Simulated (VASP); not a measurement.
A run of VASP 6.6.1 is set up as follows.

Contents of INCAR:

```
PREC = Accurate ; ENCUT = 600
EDIFF = 1E-6 ; ISMEAR = -1
SIGMA = 0.05 ; LREAL = F
LASPH = T ; NELM = 80
ALGO = Normal ; ISIF = 3
LWAVE = F ; LCHARG = F
GGA = PE ; IBRION = 2
NSW = 32 ; EDIFFG = -0.005
PSTRESS = 13.0
```

Contents of KPOINTS:

```
regular mesh
0
Gamma
  10 10 6
```

Contents of POSCAR:

```
K
1.0
    4.3665806013      0.0000000000      0.0000000000
   -2.1832903006      3.7815697284      0.0000000000
    0.0000000000      0.0000000000      7.0738605741
K
2
Direct
    0.3333333333      0.6666666667      0.2500000000
    0.6666666667      0.3333333333      0.7500000000
```

Potentials or basis: VASP PAW PBE potentials, release 64 (K_sv).

Command:

```console
$ cat potpaw_PBE.64/K_sv/POTCAR > POTCAR
$ mpirun -np 1 vasp_std > vasp.out
```

(1) Estimate the band gap on the k mesh.

## Answers

(1) zero (bands 9 and 10 overlap by 2.58 eV).

Caveat: the cell is relaxed towards a set pressure, so the run minimises the enthalpy, not the energy.
